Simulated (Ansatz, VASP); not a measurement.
# CaO in VASP and in Ansatz

```
Ca O
1.0
     0.00000    2.34077    2.34077
     2.34077    0.00000    2.34077
     2.34077    2.34077    0.00000
Ca O
1 1
Cartesian
  0.0000 0.0000 0.0000
  2.3408 2.3408 2.3408
```

Alike in both runs: task single point; functional PBE; k mesh 8 × 8 × 8; occupations gaussian, width 0.02 eV; no spin polarisation.

```csv
,VASP,Ansatz
version,VASP 6.6.1,Ansatz 0.2.0
potentials or method,"VASP PAW PBE potentials, release 64 (Ca_sv, O), cutoff 520 eV","scalar-relativistic, plane waves, PAW"
valence electrons in the cell,16,16
```

VASP gave:

```
gap on the k mesh at the Fermi level (eV) : 3.60
least direct gap on the mesh (eV)         : 3.95
pressure (GPa)                            : 13.0
```

**Question.** Which values does Ansatz return?

**Answer.** gap on the k mesh at the Fermi level (eV): 3.62; least direct gap on the mesh (eV): 3.97; pressure (GPa): 12.2.
